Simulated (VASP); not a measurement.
SiC5:

```
CELL_PARAMETERS angstrom
4.72521 0.00000 0.00000
-2.36261 4.09215 0.00000
0.00000 0.00000 7.03755
ATOMIC_POSITIONS crystal
Si 0.00000 0.00000 0.75000
Si 0.00000 0.00000 0.25000
C 0.63000 0.00000 0.75000
C 0.33333 0.66667 0.75000
C 0.66667 0.33333 0.75000
C 0.00000 0.63000 0.75000
C 0.37000 0.37000 0.75000
C 0.63000 0.63000 0.25000
C 0.66667 0.33333 0.25000
C 0.33333 0.66667 0.25000
C 0.00000 0.37000 0.25000
C 0.37000 0.00000 0.25000
```

- Program: VASP 6.6.1
- Task: relaxation of cell and atoms
- Functional: PBE
- Potentials or basis: VASP PAW PBE potentials, release 64 (Si, C)
- Cutoff: 600 eV
- k mesh: 4 × 4 × 3
- Occupations: gaussian, width 0.2 eV
- Spin: no spin polarisation

At the start: pressure -8.5 GPa; volume 11.34 Å³/atom.

Problem. How do energy, volume and symmetry change on relaxing?

Solution. Over 6 steps the energy falls by 39.9 meV/atom and the volume is 11.00 Å³/atom (-3.0 %); space group P6_3/mcm (No. 193, to 0.05 Å).

The path:
| step | energy change (eV) | largest force (eV/Å) | pressure (GPa) | volume (Å³) |
| --- | --- | --- | --- | --- |
| 1 | 0.0000 | 2.0303 | -8.51 | 136.08 |
| 2 | 0.5549 | 2.1620 | 21.78 | 124.47 |
| 3 | -0.4561 | 0.4938 | 1.90 | 131.22 |
| 4 | -0.4567 | 0.4327 | 2.31 | 131.06 |
| 5 | -0.4422 | 0.5295 | -2.74 | 133.21 |
| 6 | -0.4787 | 0.0066 | 0.05 | 131.98 |

Final structure:
```xyz
12
Lattice="4.6513 0.0000 0.0000 -2.3256 4.0281 0.0000 0.0000 0.0000 7.0443" Properties=species:S:1:pos:R:3 pbc="T T T"
Si    0.0000    0.0000    5.2832
Si    0.0000    0.0000    1.7611
C     2.8817    0.0000    5.2832
C     0.0000    2.6854    5.2832
C     2.3256    1.3427    5.2832
C    -1.4409    2.4957    5.2832
C     0.8848    1.5325    5.2832
C     1.4409    2.4957    1.7611
C     2.3256    1.3427    1.7611
C     0.0000    2.6854    1.7611
C     3.7665    1.5325    1.7611
C     1.7695    0.0000    1.7611
```

Caveat: the k points lie up to 0.39 Å⁻¹ apart in the final cell; the relaxation stopped at a loose force limit of 0.08 eV/Å, so its end isn't a converged minimum.
